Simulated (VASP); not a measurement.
# Ge (I4_1/amd) in VASP: notebook

Ge is run at these levels: PBEsol; tasks: single point.

Program: VASP 6.6.1. These are calculated values, not measurements. Logs are shortened: lines on timing, memory, paths and dates and some standing lists are left out, and cuts for length are marked.

## 1. The cell of the first run

The structure is tetragonal, space group I4_1/amd (No. 141). The conventional cell has a = 3.953 Å, b = 3.953 Å, c = 6.015 Å, α = 90.00°, β = 90.00°, γ = 90.00°. Ge (site symmetry -4m2) has 4 Ge at 2.48 Å within 3.3 Å.

## 2. Single point, PBEsol (uniaxial strain along c: +6.0 %)

The input, INCAR:

```
  ALGO = Fast
  EDIFF = 1E-6
  ENCUT = 520
  GGA = PS
  ISIF = 2
  ISMEAR = 0
  LASPH = True
  LCHARG = False
  LREAL = False
  LWAVE = False
  NBANDS = 36
  NELM = 100
  PREC = Accurate
  SIGMA = 0.1
```

The input, KPOINTS:

```
k-points
0
Gamma
  14 14 10
```

The input, POSCAR:

```
Ge
1.0
    2.7948657008      2.7948657008      0.0000000000
   -2.7948657008      2.7948657008      0.0000000000
    0.0000000000      0.0000000000      6.0153454677
Ge
4
Direct
    0.5000000000      0.5000000000      0.5000000000
    0.5000000000      0.0000000000      0.2500000000
    0.0000000000      0.0000000000      0.0000000000
    0.0000000000      0.5000000000      0.7500000000
```

Potentials or basis: VASP PAW PBE potentials, release 64 (Ge_d).

Run with:

```console
cat potpaw_PBE.64/Ge_d/POTCAR > POTCAR
mpirun -np 1 vasp_std > vasp.out
```

OUTCAR:

```text
EDIFF = 1E-6
   ENCUT = 520
   GGA = PS
   ISIF = 2
   ISMEAR = 0
   LASPH = True
   LREAL = False
   NELM = 100
   PREC = Accurate

 ion  position               nearest neighbor table
   1  0.500  0.500  0.500-   2 2.48   4 2.48   2 2.48   4 2.48
   2  0.500  0.000  0.250-   1 2.48   3 2.48   1 2.48   3 2.48
   3  0.000  0.000  0.000-   2 2.48   4 2.48   4 2.48   2 2.48
   4  0.000  0.500  0.750-   1 2.48   3 2.48   3 2.48   1 2.48

  LATTYP: Found a simple tetragonal cell.
 ALAT       =     3.9525369791
 C/A-ratio  =     1.5218947981

  Lattice vectors:

 A1 = (   2.7948657008,   2.7948657008,   0.0000000000)
 A2 = (  -2.7948657008,   2.7948657008,   0.0000000000)
 A3 = (   0.0000000000,   0.0000000000,   6.0153454677)

Analysis of symmetry for initial positions (statically):
=====================================================================
 Subroutine PRICEL returns following result:

  LATTYP: Found a body centered tetragonal cell.
 ALAT       =     3.9525369791
 C/A-ratio  =     1.5218947981

  Lattice vectors:

 A1 = (   2.7948657008,   0.0000000000,  -3.0076727338)
 A2 = (  -2.7948657008,   0.0000000000,  -3.0076727338)
 A3 = (   0.0000000000,   2.7948657008,   3.0076727338)

   2 primitive cells build up your supercell.

 Routine SETGRP: Setting up the symmetry group for a
 simple tetragonal supercell.

 Subroutine GETGRP returns: Found 16 space group operations
 (whereof  8 operations were pure point group operations)
 out of a pool of 16 trial point group operations.

The static configuration has the point symmetry D_2d.
 The point group associated with its full space group is D_4h.

Analysis of symmetry for dynamics (positions and initial velocities):
=====================================================================
 Subroutine PRICEL returns following result:

  LATTYP: Found a body centered tetragonal cell.
 ALAT       =     3.9525369791
 C/A-ratio  =     1.5218947981

  Lattice vectors:

 A1 = (   2.7948657008,   0.0000000000,  -3.0076727338)
 A2 = (  -2.7948657008,   0.0000000000,  -3.0076727338)
 A3 = (   0.0000000000,   2.7948657008,   3.0076727338)

   2 primitive cells build up your supercell.

 Routine SETGRP: Setting up the symmetry group for a
 simple tetragonal supercell.

 Subroutine GETGRP returns: Found 16 space group operations
 (whereof  8 operations were pure point group operations)
 out of a pool of 16 trial point group operations.

The dynamic configuration has the point symmetry D_2d.
 The point group associated with its full space group is D_4h.

 Subroutine INISYM returns: Found 16 space group operations
 (whereof  8 operations are pure point group operations),
 and found     2 'primitive' translations

----------------------------------------------------------------------------------------

                                     Primitive cell

  volume of cell :      46.9875

  direct lattice vectors                    reciprocal lattice vectors
     2.794865701  0.000000000 -3.007672734     0.178899473  0.178899473 -0.166241491
    -2.794865701  0.000000000 -3.007672734    -0.178899473  0.178899473 -0.166241491
     0.000000000  2.794865701  3.007672734     0.000000000  0.357798945  0.000000000

  length of vectors
     4.105772712  4.105772712  4.105772712     0.302731359  0.302731359  0.357798945

  position of ions in fractional coordinates (direct lattice)
     0.000000000  0.000000000  1.000000000
     0.250000000  0.750000000  0.500000000

  ion indices of the primitive-cell ions
   primitive index   ion index
                 1           1
                 2           2

----------------------------------------------------------------------------------------

 KPOINTS: k-points

Automatic generation of k-mesh.
 Grid dimensions read from file:
 generate k-points for:   14   14   10

 Generating k-lattice:

  Cartesian coordinates                     Fractional coordinates (reciprocal lattice)
     0.012778534  0.012778534  0.000000000     0.071428571  0.000000000  0.000000000
    -0.012778534  0.012778534  0.000000000     0.000000000  0.071428571  0.000000000
     0.000000000  0.000000000  0.016624149     0.000000000  0.000000000  0.100000000

  Length of vectors
     0.018071576  0.018071576  0.016624149

  Shift w.r.t. Gamma in fractional coordinates (k-lattice)
     0.000000000  0.000000000  0.000000000

 Subroutine IBZKPT returns following result:
 ===========================================

 Found    216 irreducible k-points:

 Following reciprocal coordinates:
            Coordinates               Weight
  0.000000  0.000000  0.000000      1.000000
  0.071429  0.000000  0.000000      4.000000
  0.142857  0.000000  0.000000      4.000000
  0.214286  0.000000  0.000000      4.000000
  0.285714  0.000000  0.000000      4.000000
  0.357143  0.000000  0.000000      4.000000
[... 16 lines left out ...]
  0.285714  0.214286  0.000000      8.000000
  0.357143  0.214286  0.000000      8.000000
 [... further k-points ...]
   k-points           NKPTS =    216   k-points in BZ     NKDIM =    216   number of bands    NBANDS=     36
   number of dos      NEDOS =    301   number of ions     NIONS =      4
   total plane-waves  NPLWV =  43200
   dimension x,y,z NGX =    30 NGY =   30 NGZ =   48
   dimension x,y,z NGXF=    60 NGYF=   60 NGZF=   96
   ions per type =               4
   NGX,Y,Z   is equivalent  to a cutoff of  12.62, 12.62, 13.27 a.u.
   NGXF,Y,Z  is equivalent  to a cutoff of  25.24, 25.24, 26.53 a.u.
 SYSTEM =  unknown system
   PREC   = accura    normal or accurate (medium, high low for compatibility)
   ISTART =      0    job   : 0-new  1-cont  2-samecut
   ICHARG =      2    charge: 1-file 2-atom 10-const
   ISPIN  =      1    spin polarized calculation?
   LNONCOLLINEAR =      F non collinear calculations
   LSORBIT =      F    spin-orbit coupling
   LASPH  =      T    aspherical Exc in radial PAW
   ENCUT  =  520.0 eV  38.22 Ry    6.18 a.u.   7.35  7.35 11.18*2*pi/ulx,y,z
   NELM   =    100;   NELMIN=  2; NELMDL= -5     # of ELM steps
   EDIFF  = 0.1E-05   stopping-criterion for ELM
   LREAL  =      F    real-space projection
   EDIFFG = 0.1E-04   stopping-criterion for IOM
   NSW    =      0    number of steps for IOM
   IBRION =     -1    ionic relax: 0-MD 1-quasi-New 2-CG
   NFREE  =      0    steps in history (QN), initial steepest desc. (CG)
   ISIF   =      2    stress and relaxation
   ISYM   =      2    0-nonsym 1-usesym 2-fastsym
   POTIM  = 0.5000    time-step for ionic-motion
   TEBEG  =    0.0;   TEEND  =   0.0 temperature during run
   PSTRESS=    0.0 pullay stress
   NELECT =      56.0000    total number of electrons
   NUPDOWN=      -1.0000    fix difference up-down
   EMIN   =  10.00;   EMAX   =-10.00  energy-range for DOS
   EFERMI =   0.00;   METHOD = LEGACY
   ISMEAR =     0;   SIGMA  =   0.10  broadening in eV -4-tet -1-fermi 0-gaus
   EFERMI_NEDOS =   21; number of points for ismear=-14 and -15
   IALGO  =     68    algorithm
   IMIX   =      4    mixing-type and parameters
     AMIX     =   0.40;   BMIX     =  1.00
     AMIX_MAG =   1.60;   BMIX_MAG =  1.00
  volume/ion in A,a.u.               =      23.49       158.54
  Fermi-wavevector in a.u.,A,eV,Ry     =   1.377632  2.603348 25.822104  1.897871
  Thomas-Fermi vector in A             =   2.502768
   LORBIT       =      0    0 simple, 1 ext, 2 COOP (PROOUT), +10 PAW based schemes
   GGA     = PS    functional components
   LHFCALC =     F    Hartree Fock is set to
   AEXX    =    0.0000 exact exchange contribution
   IVDW    =     0    specifies the selected vdW correction
   LEPSILON=     F    determine dielectric tensor
   LRPA    =     F    only Hartree local field effects (RPA)
 non-spin polarized calculation
 RMM-DIIS sequential band-by-band and
 Gauss-broadening in eV      SIGMA  =   0.10
  energy-cutoff  :      520.00
  volume of cell :       93.98
 maximum number of plane-waves:      2583
 NGX is ok and might be reduce to    30
   NGX = 15   NGY = 15   NGZ = 23

 number of electron      55.9999994 magnetization

 Free energy of the ion-electron system (eV)
  ---------------------------------------------------
  ext. energy  EPLUGINS =         0.00000000
  ---------------------------------------------------
  free energy    TOTEN  =       -19.65676491 eV

  energy without entropy =      -19.65579117  energy(sigma->0) =      -19.65627804

 E-fermi :   4.5733     XC(G=0):  -9.9606

 val. band max:        4.5261742466   @ k =   0.0000   0.0000   0.1000
 cond. band min:       4.6257166602   @ k =   0.1429   0.0000   0.0000
 fundamental gap:      0.0995424137
 Fermi energy:         4.5733032147

 k-point     1 :       0.0000    0.0000    0.0000
  band No.  band energies     occupation
      1     -20.2476      2.00000
      2     -20.2476      2.00000
      3     -20.2100      2.00000
      4     -20.2100      2.00000
      5     -20.1955      2.00000
      6     -20.1735      2.00000
[... 28 lines left out ...]
     35      10.6548      0.00000
     36      13.0545      0.00000

 k-point     2 :       0.0714    0.0000    0.0000
  band No.  band energies     occupation
      1     -20.2492      2.00000
      2     -20.2477      2.00000
      3     -20.2124      2.00000
      4     -20.2091      2.00000
      5     -20.1963      2.00000
      6     -20.1720      2.00000
[... 28 lines left out ...]
     35      10.8999      0.00000
     36      13.0813      0.00000

 k-point     3 :       0.1429    0.0000    0.0000
  band No.  band energies     occupation
      1     -20.2521      2.00000
      2     -20.2477      2.00000
      3     -20.2180      2.00000
      4     -20.2062      2.00000
      5     -20.1988      2.00000
      6     -20.1705      2.00000
[... 28 lines left out ...]
     35      11.5057      0.00000
     36      12.5628      0.00000
[... 742 lines left out ...]
 k-point    23 :       0.2857    0.2143    0.0000
  band No.  band energies     occupation
      1     -20.2504      2.00000
      2     -20.2501      2.00000
      3     -20.2255      2.00000
      4     -20.2121      2.00000
      5     -20.2052      2.00000
      6     -20.1412      2.00000
[... 28 lines left out ...]
     35      10.1948      0.00000
     36      10.4779      0.00000

 k-point    24 :       0.3571    0.2143    0.0000
  band No.  band energies     occupation
      1     -20.2478      2.00000
      2     -20.2463      2.00000
      3     -20.2314      2.00000
      4     -20.2178      2.00000
      5     -20.1950      2.00000
      6     -20.1482      2.00000
[... 28 lines left out ...]
     35      10.3958      0.00000
     36      11.5434      0.00000

 [... further k-points ...]

------------------------ aborting loop because EDIFF is reached ----------------------------------------

  FORCE on cell =-STRESS in cart. coord.  units (eV):
  Direction    XX          YY          ZZ          XY          YZ          ZX
  --------------------------------------------------------------------------------------
  -------------------------------------------------------------------------------------
  Total        0.0192460      0.0192460     -3.2778879      0.0000000      0.0000000      0.0000000
  in kB        0.3281241      0.3281241    -55.8846104      0.0000000      0.0000000      0.0000000
  external PRESSURE =     -18.4094541 kB  Pullay stress =       0.0000000 kB

 VOLUME and BASIS-vectors are now :
 -----------------------------------------------------------------------------
  energy-cutoff  :      520.00
  volume of cell :       93.98
      direct lattice vectors                 reciprocal lattice vectors
     2.794865701  2.794865701  0.000000000     0.178899473  0.178899473  0.000000000
    -2.794865701  2.794865701  0.000000000    -0.178899473  0.178899473  0.000000000
     0.000000000  0.000000000  6.015345468     0.000000000  0.000000000  0.166241491

 POSITION                                       TOTAL-FORCE (eV/Angst)
 -----------------------------------------------------------------------------------
      0.00000      2.79487      3.00767        -0.000000     -0.000000      0.000000
      1.39743      1.39743      1.50384         0.000000      0.000000     -0.000000
      0.00000      0.00000      0.00000        -0.000000     -0.000000      0.000000
     -1.39743      1.39743      4.51151        -0.000000     -0.000000      0.000000
 -----------------------------------------------------------------------------------
    total drift:                               -0.000000      0.000000      0.000000

  FREE ENERGIE OF THE ION-ELECTRON SYSTEM (eV)
  ---------------------------------------------------
  free  energy   TOTEN  =       -19.6567649089 eV

  energy  without entropy=      -19.6557911738  energy(sigma->0) =      -19.65627804
```

Wall time 9.2 min (1 thread of Oxide Virtual Turin-like, shared host); peak memory 0.54 GiB.

Results:

```
Free energy            : -19.6568 eV
Pressure               : -1.8 GPa
Band gap on the k mesh : zero (bands 28 and 29 overlap by 0.28 eV)
```

Stress tensor (GPa, compression positive):
```
 0.03  0.00  0.00
 0.00  0.03  0.00
 0.00  0.00 -5.59
```

Levels at points of the mesh, in eV from the Fermi level:
| k point | band 25 | band 26 | band 27 | band 28 | band 29 | band 30 | band 31 | band 32 |
| --- | --- | --- | --- | --- | --- | --- | --- | --- |
| (0.00, 0.00, 0.00) | -2.67 | -0.46 | -0.46 | 0.14 | 0.14 | 1.04 | 1.04 | 2.36 |
| (0.50, 0.00, 0.00) | -4.03 | -4.03 | -1.14 | -1.14 | 2.13 | 2.13 | 4.46 | 4.46 |
| (0.50, 0.50, 0.00) | -3.17 | -3.17 | -3.17 | -3.17 | 0.47 | 0.47 | 0.47 | 0.47 |
| (0.00, 0.00, 0.50) | -1.74 | -1.74 | -1.74 | -1.74 | 1.34 | 1.34 | 2.50 | 2.50 |
| (0.50, 0.00, 0.50) | -1.74 | -1.74 | -1.07 | -1.07 | -0.14 | -0.14 | 3.52 | 3.52 |
| (0.50, 0.50, 0.50) | -3.82 | -3.82 | -3.82 | -3.82 | 3.47 | 3.47 | 3.47 | 3.47 |

Caveat: the cell differs from its parent crystal (uniaxial strain along c: +6.0 %); the stress differs along the axes, from -6 to 0 GPa; semilocal functionals underestimate gaps, and a narrow one can read as zero; the PAW data sets were made with another functional, which shifts forces and pressure a little.

## 3. Single point, PBEsol (uniaxial strain along c: +6.0 %, then relaxed in part)

The input, INCAR:

```
ALGO = Fast
EDIFF = 1E-6
ENCUT = 520
GGA = PS
ISIF = 2
ISMEAR = 0
LASPH = T
LCHARG = F
LREAL = F
LWAVE = F
NBANDS = 36
NELM = 100
PREC = Accurate
SIGMA = 0.1
```

KPOINTS is that of step 2.

POSCAR, as its differences from that of step 2:

```diff
@@ -2,4 +2,4 @@
 1.0
-    2.7948657008      2.7948657008      0.0000000000
-   -2.7948657008      2.7948657008      0.0000000000
+    2.7979723068      2.7979723068      0.0000000000
+   -2.7979723068      2.7979723068      0.0000000000
     0.0000000000      0.0000000000      6.0153454677
```

Potentials or basis: VASP PAW PBE potentials, release 64 (Ge_d).

Run with:

```console
cat potpaw_PBE.64/Ge_d/POTCAR > POTCAR
mpirun -np 1 vasp_std > vasp.out
```

Run time: 15 min. Hardware: 1 thread of Oxide Virtual Turin-like, shared host; peak memory 0.54 GiB.

Results (log left out):

```
Free energy            : -19.6568 eV
Pressure               : -2.0 GPa
Band gap on the k mesh : zero (bands 28 and 29 overlap by 0.28 eV)
```

Stress tensor (GPa, compression positive):
```
-0.13  0.00  0.00
 0.00 -0.13  0.00
 0.00  0.00 -5.65
```

Levels at points of the mesh, in eV from the Fermi level:
```csv
k point,band 25,band 26,band 27,band 28,band 29,band 30,band 31,band 32
"(0.00, 0.00, 0.00)",-2.67,-0.47,-0.45,0.14,0.14,1.04,1.04,2.37
"(0.50, 0.00, 0.00)",-4.01,-4.01,-1.14,-1.14,2.12,2.12,4.47,4.47
"(0.50, 0.50, 0.00)",-3.16,-3.16,-3.16,-3.16,0.48,0.48,0.48,0.48
"(0.00, 0.00, 0.50)",-1.74,-1.74,-1.74,-1.74,1.34,1.34,2.50,2.50
"(0.50, 0.00, 0.50)",-1.73,-1.73,-1.07,-1.07,-0.14,-0.14,3.53,3.53
"(0.50, 0.50, 0.50)",-3.80,-3.80,-3.80,-3.80,3.47,3.47,3.47,3.47
```

Caveat: the cell differs from its parent crystal (uniaxial strain along c: +6.0 %, then relaxed in part); the stress differs along the axes, from -6 to -0 GPa; semilocal functionals underestimate gaps, and a narrow one can read as zero; the PAW data sets were made with another functional, which shifts forces and pressure a little.

[end of part 1 of 2]

The gap in the log of VASP goes by the Fermi energy; the results here count the filled bands.